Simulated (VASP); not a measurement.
A run of VASP 6.6.1:

INCAR

```
SYSTEM = WC
ALGO = Normal
EDIFF = 1E-6
EDIFFG = -0.005
ENCUT = 600
GGA = PE
IBRION = 2
ISIF = 3
ISMEAR = -1
LASPH = .TRUE.
LCHARG = .FALSE.
LREAL = .FALSE.
LWAVE = .FALSE.
NELM = 80
NSW = 32
PREC = Accurate
PSTRESS = 310.0
SIGMA = 0.1
```

The input KPOINTS:

```
k-points
0
G
  16 16 14
  0 0 0
```

POSCAR

```
WC
1.0
    2.8493042774      0.0000000000      0.0000000000
   -1.4246521387      2.4675698874      0.0000000000
    0.0000000000      0.0000000000      2.7918605772
W C
1 1
Direct
    0.0000000000      0.0000000000      0.0000000000
    0.3333333333      0.6666666667      0.5000000000
```

Potentials or basis: VASP PAW PBE potentials, release 64 (W_sv, C).

The run is started by

```bash
$ cat potpaw_PBE.64/W_sv/POTCAR potpaw_PBE.64/C/POTCAR > POTCAR
$ mpirun -np 1 vasp_std > vasp.out
```

Hardware: 1 thread of AMD EPYC 7R13, on a shared host.

**Question.** Estimate the wall time of this run.

**Answer.** It took 4.3 min on 1 thread of AMD EPYC 7R13 (shared host), peak memory 0.19 GiB. Counts: scf iterations 27, k points 240, ion steps 3.
